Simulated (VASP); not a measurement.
A run of VASP 6.6.1 is set up as follows.

File INCAR:

```
SYSTEM = Na2S
PREC = Accurate
ENCUT = 500
EDIFF = 1E-6
ISMEAR = 0
SIGMA = 0.01
LREAL = .FALSE.
LASPH = .TRUE.
NELM = 120
ALGO = Normal
ISIF = 2
LWAVE = .FALSE.
LCHARG = .FALSE.
GGA = PE
NBANDS = 17
GGA_COMPAT = .FALSE.
```

File KPOINTS:

```
Automatic mesh
0
G
  4 4 4
  0 0 0
```

POSCAR

```
Na2S
1.0
    0.0000000000      3.2554324508      3.2554324508
    3.2554324508      0.0000000000      3.2554324508
    3.2554324508      3.2554324508      0.0000000000
S Na
1 2
Direct
    0.0000000000      0.0000000000      0.0000000000
    0.2500000000      0.2500000000      0.2500000000
    0.7500000000      0.7500000000      0.7500000000
```

Potentials or basis: VASP PAW PBE potentials, release 64 (S, Na_pv).

Run with:

```bash
$ cat potpaw_PBE.64/S/POTCAR potpaw_PBE.64/Na_pv/POTCAR > POTCAR
$ mpirun -np 1 vasp_std > vasp.out
```

(1) Estimate the band gap on the k mesh.

(2) What does it give for the pressure?

## Answers

(1) 2.53 eV, direct.

(2) 0.9 GPa.
